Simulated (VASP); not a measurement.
# Sc3BN2 (P6/mmm) in VASP: notebook

The runs below take Sc3BN2 through single point, with PBE.

Program: VASP 6.6.1. These are calculated values, not measurements. Logs are shortened: lines on timing, memory, paths and dates and some standing lists are left out, and cuts for length are marked.

## 1. The cell of the first run

It takes space group P6/mmm (No. 191, hexagonal). The conventional cell has a = 5.556 Å, b = 5.556 Å, c = 3.064 Å, α = 90.00°, β = 90.00°, γ = 120.00°. Within 2.9 Å of Sc (site symmetry mmm) lie 4 N at 2.22 Å and 4 Sc at 2.78 Å. B (site symmetry 6/mmm) has 2 B at 3.06 Å and 12 Sc at 3.17 Å and 6 N at 3.21 Å within 4.0 Å. Within 2.9 Å of N (site symmetry -6m2) lie 6 Sc at 2.22 Å.

## 2. Single point, PBE

INCAR

```
SYSTEM = Sc3BN2
PREC = Accurate
ENCUT = 520
EDIFF = 1E-6
ISMEAR = 0
SIGMA = 0.1
LREAL = .FALSE.
LASPH = .TRUE.
NELM = 100
ALGO = Normal
ISIF = 2
LWAVE = .FALSE.
LCHARG = .FALSE.
GGA = PE
NBANDS = 32
```

KPOINTS

```
regular mesh
0
G
  6 6 6
  0 0 0
```

POSCAR

```
Sc3BN2
1.0
    5.5557668900      0.0000000000      0.0000000000
   -2.7778834400      4.8114352600      0.0000000000
    0.0000000000      0.0000000000      3.0642684900
Sc B N
3 1 2
Direct
    0.5000000000      0.0000000000      0.5000000000
    0.5000000000      0.5000000000      0.5000000000
    0.0000000000      0.5000000000      0.5000000000
    0.0000000000      0.0000000000      0.0000000000
    0.3333333300      0.6666666700      0.0000000000
    0.6666666700      0.3333333300      0.0000000000
```

Potentials or basis: VASP PAW PBE potentials, release 64 (Sc_sv, B, N).

The run is started by

```bash
$ cat potpaw_PBE.64/Sc_sv/POTCAR potpaw_PBE.64/B/POTCAR potpaw_PBE.64/N/POTCAR > POTCAR
$ mpirun -np 1 vasp_std > vasp.out
```

OUTCAR:

```text
SYSTEM = Sc3BN2
   PREC = Accurate
   ENCUT = 520
   EDIFF = 1E-6
   ISMEAR = 0
   LREAL = .FALSE.
   LASPH = .TRUE.
   NELM = 100
   ISIF = 2
   GGA = PE

 ion  position               nearest neighbor table
   1  0.500  0.000  0.500-   5 2.22   6 2.22   5 2.22   6 2.22   2 2.78   2 2.78   3 2.78   3 2.78

   2  0.500  0.500  0.500-   5 2.22   6 2.22   5 2.22   6 2.22   1 2.78   1 2.78   3 2.78   3 2.78

   3  0.000  0.500  0.500-   5 2.22   6 2.22   5 2.22   6 2.22   1 2.78   1 2.78   2 2.78   2 2.78

   4  0.000  0.000  0.000-
   5  0.333  0.667  0.000-   1 2.22   1 2.22   3 2.22   3 2.22   2 2.22   2 2.22
   6  0.667  0.333  0.000-   1 2.22   1 2.22   3 2.22   3 2.22   2 2.22   2 2.22

  LATTYP: Found a hexagonal cell.
 ALAT       =     5.5557668900
 C/A-ratio  =     0.5515473472

  Lattice vectors:

 A1 = (   5.5557668900,   0.0000000000,   0.0000000000)
 A2 = (  -2.7778834400,   4.8114352600,   0.0000000000)
 A3 = (   0.0000000000,   0.0000000000,   3.0642684900)

Analysis of symmetry for initial positions (statically):
=====================================================================
 Subroutine PRICEL returns:
 Original cell was already a primitive cell.

 Routine SETGRP: Setting up the symmetry group for a
 hexagonal supercell.

 Subroutine GETGRP returns: Found 24 space group operations
 (whereof 24 operations were pure point group operations)
 out of a pool of 24 trial point group operations.

The static configuration has the point symmetry D_6h.

Analysis of symmetry for dynamics (positions and initial velocities):
=====================================================================
 Subroutine PRICEL returns:
 Original cell was already a primitive cell.

 Routine SETGRP: Setting up the symmetry group for a
 hexagonal supercell.

 Subroutine GETGRP returns: Found 24 space group operations
 (whereof 24 operations were pure point group operations)
 out of a pool of 24 trial point group operations.

The dynamic configuration has the point symmetry D_6h.

 Subroutine INISYM returns: Found 24 space group operations
 (whereof 24 operations are pure point group operations),
 and found     1 'primitive' translations

----------------------------------------------------------------------------------------

                                     Primitive cell

  volume of cell :      81.9116

  direct lattice vectors                    reciprocal lattice vectors
     5.555766890  0.000000000  0.000000000     0.179993153  0.103919095  0.000000000
    -2.777883440  4.811435260  0.000000000     0.000000000  0.207838191  0.000000000
     0.000000000  0.000000000  3.064268490     0.000000000  0.000000000  0.326342161

  length of vectors
     5.555766890  5.555766884  3.064268490     0.207838191  0.207838191  0.326342161

  position of ions in fractional coordinates (direct lattice)
     0.500000000  0.000000000  0.500000000
     0.500000000  0.500000000  0.500000000
     0.000000000  0.500000000  0.500000000
     0.000000000  0.000000000  0.000000000
     0.333333330  0.666666670  0.000000000
     0.666666670  0.333333330  0.000000000

  ion indices of the primitive-cell ions
   primitive index   ion index
                 1           1
                 2           2
                 3           3
                 4           4
                 5           5
                 6           6

----------------------------------------------------------------------------------------

 KPOINTS: regular mesh

Automatic generation of k-mesh.
 Grid dimensions read from file:
 generate k-points for:    6    6    6

 Generating k-lattice:

  Cartesian coordinates                     Fractional coordinates (reciprocal lattice)
     0.029998859  0.017319849  0.000000000     0.166666667  0.000000000  0.000000000
     0.000000000  0.034639698  0.000000000     0.000000000  0.166666667  0.000000000
     0.000000000  0.000000000  0.054390360     0.000000000  0.000000000  0.166666667

  Length of vectors
     0.034639698  0.034639698  0.054390360

  Shift w.r.t. Gamma in fractional coordinates (k-lattice)
     0.000000000  0.000000000  0.000000000

 Subroutine IBZKPT returns following result:
 ===========================================

 Found     28 irreducible k-points:

 Following reciprocal coordinates:
            Coordinates               Weight
  0.000000  0.000000  0.000000      1.000000
  0.166667  0.000000  0.000000      6.000000
  0.333333  0.000000  0.000000      6.000000
  0.500000  0.000000  0.000000      3.000000
  0.166667  0.166667  0.000000      6.000000
  0.333333  0.166667  0.000000     12.000000
[... 16 lines left out ...]
  0.166667  0.000000  0.500000      6.000000
  0.333333  0.000000  0.500000      6.000000
 [... further k-points ...]
   k-points           NKPTS =     28   k-points in BZ     NKDIM =     28   number of bands    NBANDS=     32
   number of dos      NEDOS =    301   number of ions     NIONS =      6
   total plane-waves  NPLWV =  42336
   dimension x,y,z NGX =    42 NGY =   42 NGZ =   24
   dimension x,y,z NGXF=    84 NGYF=   84 NGZF=   48
   ions per type =               3   1   2
   NGX,Y,Z   is equivalent  to a cutoff of  12.57, 12.57, 13.02 a.u.
   NGXF,Y,Z  is equivalent  to a cutoff of  25.14, 25.14, 26.04 a.u.
 SYSTEM =  Sc3BN2
   PREC   = accura    normal or accurate (medium, high low for compatibility)
   ISTART =      0    job   : 0-new  1-cont  2-samecut
   ICHARG =      2    charge: 1-file 2-atom 10-const
   ISPIN  =      1    spin polarized calculation?
   LNONCOLLINEAR =      F non collinear calculations
   LSORBIT =      F    spin-orbit coupling
   LASPH  =      T    aspherical Exc in radial PAW
   ENCUT  =  520.0 eV  38.22 Ry    6.18 a.u.  10.33 10.33  5.70*2*pi/ulx,y,z
   NELM   =    100;   NELMIN=  2; NELMDL= -5     # of ELM steps
   EDIFF  = 0.1E-05   stopping-criterion for ELM
   LREAL  =      F    real-space projection
   EDIFFG = 0.1E-04   stopping-criterion for IOM
   NSW    =      0    number of steps for IOM
   IBRION =     -1    ionic relax: 0-MD 1-quasi-New 2-CG
   NFREE  =      0    steps in history (QN), initial steepest desc. (CG)
   ISIF   =      2    stress and relaxation
   ISYM   =      2    0-nonsym 1-usesym 2-fastsym
   POTIM  = 0.5000    time-step for ionic-motion
   TEBEG  =    0.0;   TEEND  =   0.0 temperature during run
   PSTRESS=    0.0 pullay stress
   NELECT =      46.0000    total number of electrons
   NUPDOWN=      -1.0000    fix difference up-down
   EMIN   =  10.00;   EMAX   =-10.00  energy-range for DOS
   EFERMI =   0.00;   METHOD = LEGACY
   ISMEAR =     0;   SIGMA  =   0.10  broadening in eV -4-tet -1-fermi 0-gaus
   EFERMI_NEDOS =   21; number of points for ismear=-14 and -15
   IALGO  =     38    algorithm
   IMIX   =      4    mixing-type and parameters
     AMIX     =   0.40;   BMIX     =  1.00
     AMIX_MAG =   1.60;   BMIX_MAG =  1.00
  volume/ion in A,a.u.               =      13.65        92.13
  Fermi-wavevector in a.u.,A,eV,Ry     =   1.350659  2.552375 24.820821  1.824279
  Thomas-Fermi vector in A             =   2.478145
   LORBIT       =      0    0 simple, 1 ext, 2 COOP (PROOUT), +10 PAW based schemes
   GGA     = PE    functional components
   LHFCALC =     F    Hartree Fock is set to
   AEXX    =    0.0000 exact exchange contribution
   IVDW    =     0    specifies the selected vdW correction
   LEPSILON=     F    determine dielectric tensor
   LRPA    =     F    only Hartree local field effects (RPA)
 non-spin polarized calculation
 Gauss-broadening in eV      SIGMA  =   0.10
  energy-cutoff  :      520.00
  volume of cell :       81.91
 maximum number of plane-waves:      2232
 NGX is ok and might be reduce to    42
   NGX = 21   NGY = 21   NGZ = 11

 number of electron      46.0000000 magnetization

 Free energy of the ion-electron system (eV)
  ---------------------------------------------------
  ext. energy  EPLUGINS =         0.00000000
  ---------------------------------------------------
  free energy    TOTEN  =       -44.77045132 eV

  energy without entropy =      -44.75066087  energy(sigma->0) =      -44.76055609

 E-fermi :   5.2547     XC(G=0): -11.0044

 val. band max:        5.2135843223   @ k =   0.1667   0.0000   0.5000
 cond. band min:       5.2630466101   @ k =   0.5000   0.0000   0.5000
 fundamental gap:      0.0494622878
 Fermi energy:         5.2547075473

 k-point     1 :       0.0000    0.0000    0.0000
  band No.  band energies     occupation
      1     -44.2948      2.00000
      2     -44.0908      2.00000
      3     -44.0908      2.00000
      4     -23.8271      2.00000
      5     -23.2090      2.00000
      6     -23.2090      2.00000
[... 24 lines left out ...]
     31       8.1698      0.00000
     32       9.2646      0.00000

 k-point     2 :       0.1667    0.0000    0.0000
  band No.  band energies     occupation
      1     -44.2830      2.00000
      2     -44.1031      2.00000
      3     -44.0909      2.00000
      4     -23.7611      2.00000
      5     -23.2024      2.00000
      6     -23.1681      2.00000
[... 24 lines left out ...]
     31       8.3681      0.00000
     32       9.1535      0.00000

 k-point     3 :       0.3333    0.0000    0.0000
  band No.  band energies     occupation
      1     -44.2524      2.00000
      2     -44.1347      2.00000
      3     -44.0909      2.00000
      4     -23.6014      2.00000
      5     -23.1657      2.00000
      6     -23.0558      2.00000
[... 24 lines left out ...]
     31       8.5071      0.00000
     32       8.7483      0.00000

 k-point     4 :       0.5000    0.0000    0.0000
  band No.  band energies     occupation
      1     -44.2277      2.00000
      2     -44.1599      2.00000
      3     -44.0910      2.00000
      4     -23.5015      2.00000
      5     -23.0347      2.00000
      6     -23.0062      2.00000
[... 654 lines left out ...]
     31       9.5647      0.00000
     32       9.6513      0.00000

 k-point    23 :       0.1667    0.0000    0.5000
  band No.  band energies     occupation
      1     -44.2314      2.00000
      2     -44.0586      2.00000
      3     -44.0468      2.00000
      4     -23.5920      2.00000
      5     -23.1820      2.00000
      6     -23.1365      2.00000
[... 24 lines left out ...]
     31       9.1094      0.00000
     32       9.1680      0.00000

 k-point    24 :       0.3333    0.0000    0.5000
  band No.  band energies     occupation
      1     -44.2020      2.00000
      2     -44.0889      2.00000
      3     -44.0469      2.00000
      4     -23.4492      2.00000
      5     -23.1314      2.00000
      6     -23.0934      2.00000
[... 24 lines left out ...]
     31       8.6238      0.00000
     32       8.8472      0.00000

 [... further k-points ...]
[... 5 lines left out ...]
  --------------------------------------------------------------------------------------
  -------------------------------------------------------------------------------------
  Total        6.4761108      6.4761108     -7.6500008      0.0000000      0.0000000      0.0000000
  in kB      126.6716350    126.6716348   -149.6327251      0.0000001      0.0000000      0.0000000
  external PRESSURE =      34.5701816 kB  Pullay stress =       0.0000000 kB

 VOLUME and BASIS-vectors are now :
 -----------------------------------------------------------------------------
  energy-cutoff  :      520.00
  volume of cell :       81.91
      direct lattice vectors                 reciprocal lattice vectors
     5.555766890  0.000000000  0.000000000     0.179993153  0.103919095  0.000000000
    -2.777883440  4.811435260  0.000000000     0.000000000  0.207838191  0.000000000
     0.000000000  0.000000000  3.064268490     0.000000000  0.000000000  0.326342161

 POSITION                                       TOTAL-FORCE (eV/Angst)
 -----------------------------------------------------------------------------------
      2.77788      0.00000      1.53213         0.000000      0.000000      0.000000
      1.38894      2.40572      1.53213         0.000000      0.000000      0.000000
     -1.38894      2.40572      1.53213         0.000000      0.000000      0.000000
      0.00000      0.00000      0.00000         0.000000      0.000000      0.000000
     -0.00000      3.20762      0.00000        -0.000000      0.000000      0.000000
      2.77788      1.60381      0.00000         0.000000      0.000000     -0.000000
 -----------------------------------------------------------------------------------
    total drift:                                0.000000     -0.000000      0.000000

  FREE ENERGIE OF THE ION-ELECTRON SYSTEM (eV)
  ---------------------------------------------------
  free  energy   TOTEN  =       -44.7704513184 eV

  energy  without entropy=      -44.7506608673  energy(sigma->0) =      -44.76055609
```

Wall time 87 s (1 thread of Intel Xeon Platinum 8375C at 2.90GHz (Ice Lake), shared host); peak memory 0.23 GiB.

What came out:

```yaml
Free_energy: -44.7705 eV
Pressure: 3.5 GPa
Band_gap_on_the_k_mesh: zero (band 23 reaches 5.85 eV, above the bottom of band 24 at 4.63 eV)
```

## 3. Single point, PBE

This run uses another cell than the first one, of 14.11 Å³/atom, 1.034 times its volume.

INCAR

```
SYSTEM = Sc3BN2
ALGO     = Normal         ! electronic algorithm
EDIFF    = 1E-6           ! SCF threshold, eV
ENCUT    = 520            ! plane-wave cutoff, eV
GGA      = PE             ! functional
ISIF     = 2              ! what is computed and relaxed
ISMEAR   = 0              ! smearing method
LASPH    = .True.         ! aspherical terms in the spheres
LCHARG   = .False.        ! write CHGCAR
LREAL    = .False.        ! projectors in reciprocal space
LWAVE    = .False.        ! write WAVECAR
NBANDS   = 32             ! bands
NELM     = 80             ! most SCF steps
PREC     = Accurate       ! precision mode
SIGMA    = 0.1            ! smearing width, eV
```

KPOINTS

```
k-points
0
Gamma
  12 12 12
  0 0 0
```

POSCAR

```
Sc3BN2
1.0
    5.8210857170     -0.0000000030      0.0000000000
   -2.9105428559      5.0412081100      0.0000000000
    0.0000000000      0.0000000000      2.8854907702
Sc B N
3 1 2
Direct
    0.5000000000      0.0000000000      0.5000000000
    0.5000000000      0.5000000000      0.5000000000
    0.0000000000      0.5000000000      0.5000000000
    0.0000000000      0.0000000000      0.0000000000
    0.3333333333      0.6666666667      0.0000000000
    0.6666666667      0.3333333333      0.0000000000
```

Potentials or basis: VASP PAW PBE potentials, release 64 (Sc_sv, B, N).

The run is started by

```bash
$ cat potpaw_PBE.64/Sc_sv/POTCAR potpaw_PBE.64/B/POTCAR potpaw_PBE.64/N/POTCAR > POTCAR
$ mpirun -np 1 vasp_std > vasp.out
```

It took 5.7 min on 1 thread of Intel Xeon Platinum 8375C at 2.90GHz (Ice Lake), shared host; peak memory 0.44 GiB.

Results (log left out):

```
Free energy            : -45.3269 eV
Pressure               : 0.6 GPa
Band gap on the k mesh : zero (band 23 reaches 5.83 eV, above the bottom of band 24 at 4.44 eV)
```

Stress tensor (GPa, compression positive):
```
0.54 0.00 0.00
0.00 0.54 0.00
0.00 0.00 0.81
```

Levels at points of the mesh, in eV from the Fermi level:
```tsv
k point	band 19	band 20	band 21	band 22	band 23	band 24	band 25	band 26	band 27	band 28
(0.00, 0.00, 0.00)	-3.16	-3.16	-1.19	-0.95	-0.12	-0.12	0.11	0.11	2.10	2.32
(0.50, 0.00, 0.00)	-3.00	-2.97	-2.24	-1.95	-1.13	-0.46	0.77	1.56	2.29	2.46
(0.00, 0.00, 0.50)	-3.43	-2.62	-2.62	-2.51	-0.17	-0.17	0.20	0.20	2.13	3.10
(0.50, 0.00, 0.50)	-3.56	-3.53	-2.37	-1.93	0.33	0.85	1.21	1.54	1.58	1.61
```
